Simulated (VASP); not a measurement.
## ZnSe (rocksalt type): single point with PBE

The system is ZnSe (rocksalt type).

```
CELL_PARAMETERS angstrom
0.00000 2.62899 2.62899
2.62899 0.00000 2.62899
2.62899 2.62899 0.00000
ATOMIC_POSITIONS crystal
Zn 0.00000 0.00000 0.00000
Se 0.50000 0.50000 0.50000
```

This cell differs from its parent crystal: volume scaled by 0.94.

- Program: VASP 6.6.1
- Task: single point
- Functional: PBE
- Potentials or basis: VASP PAW PBE potentials, release 64 (Zn, Se)
- Cutoff: 520 eV
- k mesh: 13 × 13 × 13
- Occupations: fermi-dirac, width 0.1 eV
- Spin: no spin polarisation

The pressure is 5.3 GPa and the band gap on the k mesh is zero (band 9 reaches 3.74 eV, above the bottom of band 10 at 2.75 eV).

Levels at points of the mesh, in eV from the Fermi level:
```csv
k point,band 7,band 8,band 9,band 10,band 11,band 12
"(0.00, 0.00, 0.00)",-0.54,-0.54,-0.54,1.06,8.58,8.58
```

Wall time 35 s on 1 thread of Intel(R) Xeon(R) Platinum 8488C (Sapphire Rapids), with other jobs on the host, peak memory 0.19 GiB.
